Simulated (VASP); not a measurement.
Input of a VASP 6.6.1 run:

The input INCAR:

```
PREC = Accurate
ENCUT = 520
EDIFF = 1E-6
ISMEAR = -1
SIGMA = 0.05
LREAL = False
LASPH = True
NELM = 150
ALGO = Normal
ISIF = 2
LWAVE = False
LCHARG = True
ISPIN = 2
MAGMOM = 3
LORBIT = 11
LMAXMIX = 6
GGA = PE
LELF = True
LVHAR = True
NBANDS = 21
```

Contents of KPOINTS:

```
regular mesh
0
Gamma
  9 9 9
```

POSCAR

```
Er
1.0
   -1.9910377694      1.9910377694      1.9910377694
    1.9910377694     -1.9910377694      1.9910377694
    1.9910377694      1.9910377694     -1.9910377694
Er
1
Direct
    0.0000000000      0.0000000000      0.0000000000
```

Potentials or basis: VASP PAW PBE potentials, release 64 (Er).

Launch:

```sh
$ cat potpaw_PBE.64/Er/POTCAR > POTCAR
$ mpirun -np 1 vasp_std > vasp.out
```

Task: What does it give for the pressure?

Result: 2.2 GPa.

Task: Estimate the site moments.

Result: Er +2.36 μB.

Caveat: the magnetic or orbital state may not be the lowest. The state reached can hang on the start; a lower one may exist.
